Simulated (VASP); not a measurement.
Write the native input for VASP 6.6.1 that does the following.

```
Task                   : single point
Functional             : PBEsol
Potentials or basis    : VASP PAW PBE potentials, release 64 (Ca_sv, Se)
Cutoff                 : 520 eV
k mesh                 : 10 × 10 × 10
Occupations            : gaussian, width 0.05 eV
Spin                   : no spin polarisation
Dipole correction      : no
Further INCAR settings : ALGO = Normal; EDIFF = 1e-06; NBANDS = 15
```

The structure of CaSe lies in POSCAR:

```
CaSe
1.0
    0.0000000000      3.1205522195      2.6524693866
    3.1205522195      0.0000000000      2.6524693866
    3.1205522195      3.1205522195      0.0000000000
Ca Se
1 1
Direct
    0.0000000000      0.0000000000      0.0000000000
    0.5000000000      0.5000000000      0.5000000000
```

This cell differs from its parent crystal: ratio of the length along z to the lengths across it x 0.85, volume and fractional coordinates fixed.

One way to write it, as run:

INCAR

```
SYSTEM = CaSe
ALGO     = Normal         ! electronic algorithm
EDIFF    = 1E-6           ! SCF threshold, eV
ENCUT    = 520            ! plane-wave cutoff, eV
GGA      = PS             ! functional
ISIF     = 2              ! what is computed and relaxed
ISMEAR   = 0              ! smearing method
LASPH    = .TRUE.         ! aspherical terms in the spheres
LCHARG   = .FALSE.        ! write CHGCAR
LREAL    = .FALSE.        ! projectors in reciprocal space
LWAVE    = .FALSE.        ! write WAVECAR
NBANDS   = 15             ! bands
NELM     = 60             ! most SCF steps
PREC     = Accurate       ! precision mode
SIGMA    = 0.05           ! smearing width, eV
```

KPOINTS

```
k-points
0
G
  10 10 10
  0 0 0
```

Potentials or basis: VASP PAW PBE potentials, release 64 (Ca_sv, Se).

The run is started by

```bash
$ cat potpaw_PBE.64/Ca_sv/POTCAR potpaw_PBE.64/Se/POTCAR > POTCAR
$ mpirun -np 1 vasp_std > vasp.out
```

Results of the run:

- Pressure: 2.8 GPa
- Band gap on the k mesh: 1.72 eV (least direct gap 2.42 eV)

Caveat: the PAW data sets were made with another functional, which shifts forces and pressure a little.

It took 65 s on 1 thread of Intel(R) Xeon(R) Platinum 8259CL CPU @ 2.50GHz (Skylake/Cascade Lake) (shared host), peak memory 0.24 GiB.
